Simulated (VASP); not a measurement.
Crystal: Ge.

```xyz
1
Lattice="1.3670 -2.6325 0.0133 1.3601 2.6288 0.0078 0.0204 -0.0029 2.7332" Properties=species:S:1:pos:R:3 pbc="T T T"
Ge    1.4077   -0.0092   -0.0083
```

This cell differs from its parent crystal: the cell strained at random.

Base run:

* Program: VASP 6.6.1
* Functional: PBEsol
* Potentials or basis: VASP PAW PBE potentials, release 64 (Ge_d)
* Cutoff: 520 eV
* k mesh: 11 × 11 × 10
* Occupations: fermi-dirac, width 0.05 eV
* Spin: no spin polarisation

Its results: band gap on the k mesh zero (band 7 reaches 12.28 eV, above the bottom of band 8 at 3.67 eV); pressure -3.8 GPa.

The run is repeated on the same cell with these changes: functional from PBEsol to PBE. What comes out?

Band gap on the k mesh zero (band 7 reaches 12.43 eV, above the bottom of band 8 at 3.83 eV); pressure -0.4 GPa.

PBE binds less tightly than PBEsol, so the same cell stands under more pressure.

Caveats: the PAW data sets were made with another functional, which shifts forces and pressure a little (some runs).
